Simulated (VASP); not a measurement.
# Sb in VASP: single point with PBE+D3(BJ)

Aim: the single point of Sb with PBE+D3(BJ).

All numbers are computed with VASP 6.6.1; they aren't measurements. Logs are shortened: lines on timing, memory, paths and dates and some standing lists are left out, and cuts for length are marked.

### 1 The cell of the first run

The cell holds a sheet with vacuum, 2 atoms: a = 4.069 Å, b = 4.069 Å, c = 27.100 Å, α = 90.00°, β = 90.00°, γ = 120.00°.

### 2 Single point, PBE+D3(BJ)

Input file INCAR:

```
SYSTEM = Sb
PREC = Accurate
ENCUT = 400
EDIFF = 1E-6
ISMEAR = 0
SIGMA = 0.03
LREAL = .False.
LASPH = .True.
NELM = 120
ALGO = Normal
ISIF = 2
LWAVE = .False.
LCHARG = .False.
LDIPOL = .True.
IDIPOL = 3
DIPOL = 0.5 0.5 0.289
GGA = PE
IVDW = 12
NBANDS = 22
GGA_COMPAT = .False.
NELMDL = -8
```

Input file KPOINTS:

```
regular mesh
0
Gamma
  12 12 1
  0 0 0
```

Input file POSCAR:

```
Sb
1.0
    4.0685005418      0.0000000000      0.0000000000
   -2.0342502709      3.5234248245      0.0000000000
    0.0000000000      0.0000000000     27.1000000030
Sb
2
Direct
    0.3333333333      0.6666666667      0.2583030261
    0.6666666667      0.3333333333      0.3191877488
```

Potentials or basis: VASP PAW PBE potentials, release 64 (Sb_d_GW).

Run with:

```console
$ cat potpaw_PBE.64/Sb_d_GW/POTCAR > POTCAR
$ mpirun -np 1 vasp_std > vasp.out
```

OUTCAR:

```text
SYSTEM = Sb
   PREC = Accurate
   ENCUT = 400
   EDIFF = 1E-6
   ISMEAR = 0
   LREAL = .False.
   LASPH = .True.
   NELM = 120
   ISIF = 2
   GGA = PE
   IVDW = 12
   NELMDL = -8
 IVDW          = 12

 ion  position               nearest neighbor table
   1  0.333  0.667  0.258-   2 2.87   2 2.87   2 2.87
   2  0.667  0.333  0.319-   1 2.87   1 2.87   1 2.87

  LATTYP: Found a hexagonal cell.
 ALAT       =     4.0685005418
 C/A-ratio  =     6.6609306610

  Lattice vectors:

 A1 = (   4.0685005418,   0.0000000000,   0.0000000000)
 A2 = (  -2.0342502709,   3.5234248245,   0.0000000000)
 A3 = (   0.0000000000,   0.0000000000,  27.1000000030)

Analysis of symmetry for initial positions (statically):
=====================================================================
 Subroutine PRICEL returns:
 Original cell was already a primitive cell.

 Routine SETGRP: Setting up the symmetry group for a
 hexagonal supercell.

 Subroutine GETGRP returns: Found 12 space group operations
 (whereof  6 operations were pure point group operations)
 out of a pool of 24 trial point group operations.

The static configuration has the point symmetry C_3v.
 The point group associated with its full space group is D_3d.

Analysis of symmetry for dynamics (positions and initial velocities):
=====================================================================
 Subroutine PRICEL returns:
 Original cell was already a primitive cell.

 Routine SETGRP: Setting up the symmetry group for a
 hexagonal supercell.

 Subroutine GETGRP returns: Found 12 space group operations
 (whereof  6 operations were pure point group operations)
 out of a pool of 24 trial point group operations.

The dynamic configuration has the point symmetry C_3v.
 The point group associated with its full space group is D_3d.

 Subroutine INISYM returns: Found 12 space group operations
 (whereof  6 operations are pure point group operations),
 and found     1 'primitive' translations

----------------------------------------------------------------------------------------

                                     Primitive cell

  volume of cell :     388.4800

  direct lattice vectors                    reciprocal lattice vectors
     4.068500542  0.000000000  0.000000000     0.245790799  0.141907384  0.000000000
    -2.034250271  3.523424825  0.000000000     0.000000000  0.283814768  0.000000000
     0.000000000  0.000000000 27.100000003     0.000000000  0.000000000  0.036900369

  length of vectors
     4.068500542  4.068500542 27.100000003     0.283814768  0.283814768  0.036900369

  position of ions in fractional coordinates (direct lattice)
     0.333333333  0.666666667  0.258303026
     0.666666667  0.333333333  0.319187749

  ion indices of the primitive-cell ions
   primitive index   ion index
                 1           1
                 2           2

----------------------------------------------------------------------------------------

 KPOINTS: regular mesh

Automatic generation of k-mesh.
 Grid dimensions read from file:
 generate k-points for:   12   12    1

 Generating k-lattice:

  Cartesian coordinates                     Fractional coordinates (reciprocal lattice)
     0.020482567  0.011825615  0.000000000     0.083333333 -0.000000000  0.000000000
     0.000000000  0.023651231  0.000000000     0.000000000  0.083333333  0.000000000
     0.000000000  0.000000000  0.036900369     0.000000000  0.000000000  1.000000000

  Length of vectors
     0.023651231  0.023651231  0.036900369

  Shift w.r.t. Gamma in fractional coordinates (k-lattice)
     0.000000000  0.000000000  0.000000000

 Subroutine IBZKPT returns following result:
 ===========================================

 Found     19 irreducible k-points:

 Following reciprocal coordinates:
            Coordinates               Weight
  0.000000  0.000000  0.000000      1.000000
  0.083333 -0.000000  0.000000      6.000000
  0.166667 -0.000000  0.000000      6.000000
  0.250000  0.000000  0.000000      6.000000
  0.333333 -0.000000  0.000000      6.000000
  0.416667 -0.000000  0.000000      6.000000
[... 11 lines left out ...]
  0.333333  0.250000  0.000000     12.000000
  0.333333  0.333333  0.000000      2.000000
   k-points           NKPTS =     19   k-points in BZ     NKDIM =     19   number of bands    NBANDS=     22
   number of dos      NEDOS =    301   number of ions     NIONS =      2
   total plane-waves  NPLWV = 141120
   dimension x,y,z NGX =    28 NGY =   28 NGZ =  180
   dimension x,y,z NGXF=    56 NGYF=   56 NGZF=  360
   ions per type =               2
   NGX,Y,Z   is equivalent  to a cutoff of  11.44, 11.44, 11.04 a.u.
   NGXF,Y,Z  is equivalent  to a cutoff of  22.88, 22.88, 22.08 a.u.
 SYSTEM =  Sb
   PREC   = accura    normal or accurate (medium, high low for compatibility)
   ISTART =      0    job   : 0-new  1-cont  2-samecut
   ICHARG =      2    charge: 1-file 2-atom 10-const
   ISPIN  =      1    spin polarized calculation?
   LNONCOLLINEAR =      F non collinear calculations
   LSORBIT =      F    spin-orbit coupling
   LASPH  =      T    aspherical Exc in radial PAW
   ENCUT  =  400.0 eV  29.40 Ry    5.42 a.u.   6.63  6.63 44.19*2*pi/ulx,y,z
   NELM   =    120;   NELMIN=  2; NELMDL= -8     # of ELM steps
   EDIFF  = 0.1E-05   stopping-criterion for ELM
   LREAL  =      F    real-space projection
[... 7 lines left out ...]
   TEBEG  =    0.0;   TEEND  =   0.0 temperature during run
   PSTRESS=    0.0 pullay stress
   NELECT =      30.0000    total number of electrons
   NUPDOWN=      -1.0000    fix difference up-down
   EMIN   =  10.00;   EMAX   =-10.00  energy-range for DOS
   EFERMI =   0.00;   METHOD = LEGACY
   ISMEAR =     0;   SIGMA  =   0.03  broadening in eV -4-tet -1-fermi 0-gaus
   EFERMI_NEDOS =   21; number of points for ismear=-14 and -15
   IALGO  =     38    algorithm
   IMIX   =      4    mixing-type and parameters
     AMIX     =   0.40;   BMIX     =  1.00
     AMIX_MAG =   1.60;   BMIX_MAG =  1.00
  volume/ion in A,a.u.               =     194.24      1310.80
  Fermi-wavevector in a.u.,A,eV,Ry     =   0.697149  1.317421  6.612661  0.486017
  Thomas-Fermi vector in A             =   1.780397
   LORBIT       =      0    0 simple, 1 ext, 2 COOP (PROOUT), +10 PAW based schemes
   GGA     = PE    functional components
   LHFCALC =     F    Hartree Fock is set to
   AEXX    =    0.0000 exact exchange contribution
   IVDW    =    12    specifies the selected vdW correction
   LEPSILON=     F    determine dielectric tensor
   LRPA    =     F    only Hartree local field effects (RPA)
 non-spin polarized calculation
 Gauss-broadening in eV      SIGMA  =   0.03
  energy-cutoff  :      400.00
  volume of cell :      388.48
 maximum number of plane-waves:      7125
 NGX is ok and might be reduce to    28
   NGX = 13   NGY = 13   NGZ = 89

 dipolmoment           0.000000      0.000000     -0.000001 electrons x Angstroem

 number of electron      29.9999964 magnetization

 dipolmoment           0.000000      0.000000      0.000000 electrons x Angstroem

 Free energy of the ion-electron system (eV)
  ---------------------------------------------------
  ext. energy  EPLUGINS =         0.00000000
  ---------------------------------------------------
  free energy    TOTEN  =        -8.14666266 eV

  energy without entropy =       -8.14666266  energy(sigma->0) =       -8.14666266

 E-fermi :  -3.0088     XC(G=0):  -2.0738

 val. band max:       -3.2294542328   @ k =   0.0000   0.0000   0.0000
 cond. band min:      -2.0469568109   @ k =   0.3333  -0.0000   0.0000
 fundamental gap:      1.1824974219
 Fermi energy:        -3.0088180743

 k-point     1 :       0.0000    0.0000    0.0000
  band No.  band energies     occupation
      1     -31.8990      2.00000
      2     -31.8990      2.00000
      3     -31.8231      2.00000
      4     -31.8231      2.00000
      5     -31.7787      2.00000
      6     -31.7113      2.00000
[... 14 lines left out ...]
     21       1.6272      0.00000
     22       1.9148      0.00000

 k-point     2 :       0.0833   -0.0000    0.0000
  band No.  band energies     occupation
      1     -31.8984      2.00000
      2     -31.8953      2.00000
      3     -31.8226      2.00000
      4     -31.8207      2.00000
      5     -31.7776      2.00000
      6     -31.7129      2.00000
[... 14 lines left out ...]
     21       1.7111      0.00000
     22       2.0016      0.00000

 k-point     3 :       0.1667   -0.0000    0.0000
  band No.  band energies     occupation
      1     -31.8970      2.00000
      2     -31.8845      2.00000
      3     -31.8214      2.00000
      4     -31.8140      2.00000
      5     -31.7741      2.00000
      6     -31.7176      2.00000
[... 14 lines left out ...]
     21       1.9548      0.00000
     22       2.2486      0.00000

 k-point     4 :       0.2500    0.0000    0.0000
  band No.  band energies     occupation
      1     -31.8948      2.00000
      2     -31.8680      2.00000
      3     -31.8194      2.00000
      4     -31.8035      2.00000
      5     -31.7680      2.00000
      6     -31.7252      2.00000
[... 14 lines left out ...]
     21       2.3513      0.00000
     22       2.6274      0.00000

 k-point     5 :       0.3333   -0.0000    0.0000
  band No.  band energies     occupation
      1     -31.8927      2.00000
      2     -31.8495      2.00000
      3     -31.8151      2.00000
      4     -31.7905      2.00000
      5     -31.7602      2.00000
      6     -31.7354      2.00000
[... 292 lines left out ...]
 k-point    17 :       0.2500    0.2500    0.0000
  band No.  band energies     occupation
      1     -31.8913      2.00000
      2     -31.8198      2.00000
      3     -31.8060      2.00000
      4     -31.7835      2.00000
      5     -31.7586      2.00000
      6     -31.7450      2.00000
[... 14 lines left out ...]
     21       3.5100      0.00000
     22       3.6091      0.00000

 k-point    18 :       0.3333    0.2500    0.0000
  band No.  band energies     occupation
      1     -31.8906      2.00000
      2     -31.8093      2.00000
      3     -31.7940      2.00000
      4     -31.7759      2.00000
      5     -31.7703      2.00000
      6     -31.7421      2.00000
[... 14 lines left out ...]
     21       3.7875      0.00000
     22       4.2792      0.00000

 k-point    19 :       0.3333    0.3333    0.0000
  band No.  band energies     occupation
      1     -31.8904      2.00000
      2     -31.7924      2.00000
      3     -31.7924      2.00000
      4     -31.7922      2.00000
      5     -31.7561      2.00000
      6     -31.7561      2.00000
[... 14 lines left out ...]
     21       4.1223      0.00000
     22       4.6651      0.00000

------------------------ aborting loop because EDIFF is reached ----------------------------------------

 vacuum level on the upper side and lower side of the slab       (xc-potential included)        -0.009        -0.009

 Edisp (eV)   -0.47323

 E8    (eV) :    -0.2355

  FORCE on cell =-STRESS in cart. coord.  units (eV):
  Direction    XX          YY          ZZ          XY          YZ          ZX
  --------------------------------------------------------------------------------------
  -------------------------------------------------------------------------------------
  Total      -0.12778    -0.12778    -0.11352     0.00000    -0.00000     0.00000
  in kB      -0.52698    -0.52698    -0.46819     0.00000    -0.00000     0.00000
  external pressure =       -0.51 kB  Pullay stress =        0.00 kB

 VOLUME and BASIS-vectors are now :
 -----------------------------------------------------------------------------
  energy-cutoff  :      400.00
  volume of cell :      388.48
      direct lattice vectors                 reciprocal lattice vectors
     4.068500542  0.000000000  0.000000000     0.245790799  0.141907384  0.000000000
    -2.034250271  3.523424825  0.000000000     0.000000000  0.283814768  0.000000000
     0.000000000  0.000000000 27.100000003     0.000000000  0.000000000  0.036900369

 POSITION                                       TOTAL-FORCE (eV/Angst)
 -----------------------------------------------------------------------------------
     -0.00000      2.34895      7.00001         0.000000     -0.000000     -0.003219
      2.03425      1.17447      8.64999        -0.000000      0.000000      0.003219
 -----------------------------------------------------------------------------------
    total drift:                               -0.000000     -0.000000      0.000146

  FREE ENERGIE OF THE ION-ELECTRON SYSTEM (eV)
  ---------------------------------------------------
  free  energy   TOTEN  =        -8.6198946019 eV

  energy  without entropy=       -8.6198946019  energy(sigma->0) =       -8.61989460

 vacuum level on the upper side and lower side of the slab         1.462         1.462
```

Run time: 3.8 min. Hardware: 1 thread of Intel Xeon Platinum 8259CL at 2.50GHz (Skylake/Cascade Lake), shared host; peak memory 0.42 GiB.

Results:

```yaml
Free_energy: -8.6199 eV
Largest_force: 0.003 eV/Å
Band_gap_on_the_k_mesh: 1.18 eV (least direct gap 1.66 eV)
Dispersion_energy_per_atom: -0.237 eV
```

Forces on the atoms (eV/Å):
```
Sb   0.000  0.000 -0.003
Sb   0.000  0.000  0.003
```

Caveat: spin-orbit coupling is left out, which moves the levels of the heavy elements.
